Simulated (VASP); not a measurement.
Input of a VASP 6.6.1 run:

File INCAR:

```
  PREC = Accurate
  ENCUT = 520
  EDIFF = 1E-8
  ISMEAR = -1
  SIGMA = 0.05
  LREAL = False
  LASPH = True
  NELM = 80
  ALGO = Normal
  ISIF = 2
  LWAVE = False
  LCHARG = False
  GGA = PE
  LEFG = True
  NBANDS = 14
```

File KPOINTS:

```
Automatic mesh
0
Gamma
  15 15 15
```

The input POSCAR:

```
HfC
1.0
    0.0000000000      2.3250000000      2.3250000000
    2.3250000000      0.0000000000      2.3250000000
    2.3250000000      2.3250000000      0.0000000000
Hf C
1 1
Direct
    0.5000000000      0.5000000000      0.5000000000
    0.0000000000      0.0000000000      0.0000000000
```

Potentials or basis: VASP PAW PBE potentials, release 64 (Hf_pv, C).

Run with:

```sh
$ cat potpaw_PBE.64/Hf_pv/POTCAR potpaw_PBE.64/C/POTCAR > POTCAR
$ mpirun -np 1 vasp_std > vasp.out
```

(1) Estimate the band gap on the k mesh.

(2) Estimate the pressure.

## Answers

(1) zero (bands 7 and 8 overlap by 1.43 eV).

(2) -0.4 GPa.

Caveat: spin-orbit coupling is left out, which moves the levels of the heavy elements.
